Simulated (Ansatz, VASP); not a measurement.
**One calculation of P, two programs**

```xyz
2
Lattice="0.0000 2.2720 2.2720 2.2720 0.0000 2.2720 2.2720 2.2720 0.0000" Properties=species:S:1:pos:R:3 pbc="T T T"
P    -0.5680   -0.5680   -0.5680
P     0.5680    0.5680    0.5680
```

Change from the starting cell: volume scaled by 0.6, LAPW.

Alike in both runs: task single point; functional PBEsol; k mesh 12 × 12 × 12; occupations fermi-dirac, width 0.08 eV; no spin polarisation.

|  | VASP | Ansatz |
| --- | --- | --- |
| version | VASP 6.6.1 | Ansatz 0.2.0 |
| potentials or method | VASP PAW PBE potentials, release 64 (P), cutoff 520 eV | all-electron LAPW, scalar-relativistic |

```csv
,VASP,Ansatz,Ansatz less VASP
pressure (GPa),85.0,85.2,+0.17
```

VASP's potentials were made for PBE, not for PBEsol. Both programs put the cell under a high pressure, so it lies far from rest at this level. Ansatz ran all-electron here, and VASP with PAW potentials.

Noted on VASP's run: the cell as given lies far from equilibrium.
